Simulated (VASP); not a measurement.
# Ag: single point with r2SCAN

The system is Ag.

```
CELL_PARAMETERS angstrom
0.00000 1.99989 1.99989
1.99989 0.00000 1.99989
1.99989 1.99989 0.00000
ATOMIC_POSITIONS crystal
Ag 0.00000 0.00000 0.00000
```

| Quantity | Value |
| --- | --- |
| Program | VASP 6.6.1 |
| Task | single point |
| Functional | r2SCAN |
| Potentials or basis | VASP PAW PBE potentials, release 64 (Ag) |
| Cutoff | 520 eV |
| k mesh | 18 × 18 × 18 |
| Occupations | gaussian, width 0.1 eV |
| Spin | no spin polarisation |
| Dipole correction | no |
| Further INCAR settings | ALGO = Normal; EDIFF = 1e-07; NBANDS = 12 |

```json
{"Pressure": "10.3 GPa", "Band gap on the k mesh": "zero (an odd number of electrons rules out a gap without spin polarisation)"}
```

Levels at points of the mesh, in eV from the Fermi level:
| k point | band 3 | band 4 | band 5 | band 6 | band 7 | band 8 | band 9 | band 10 |
| --- | --- | --- | --- | --- | --- | --- | --- | --- |
| (0.00, 0.00, 0.00) | -5.36 | -5.36 | -4.19 | -4.19 | 16.82 | 20.96 | 20.96 | 20.96 |
| (0.50, 0.00, 0.00) | -5.40 | -3.28 | -3.28 | -0.50 | 4.12 | 16.07 | 19.35 | 19.35 |
| (0.50, 0.50, 0.00) | -3.32 | -3.04 | -3.04 | 1.69 | 7.54 | 11.52 | 11.52 | 18.52 |

Wall time 2.6 min on 1 thread of AMD EPYC 7R13 Processor (Zen 3), on a shared host, peak memory 0.14 GiB.

Caveat: the cell stands under pressure; the PAW data sets were made with another functional, which shifts forces and pressure a little.
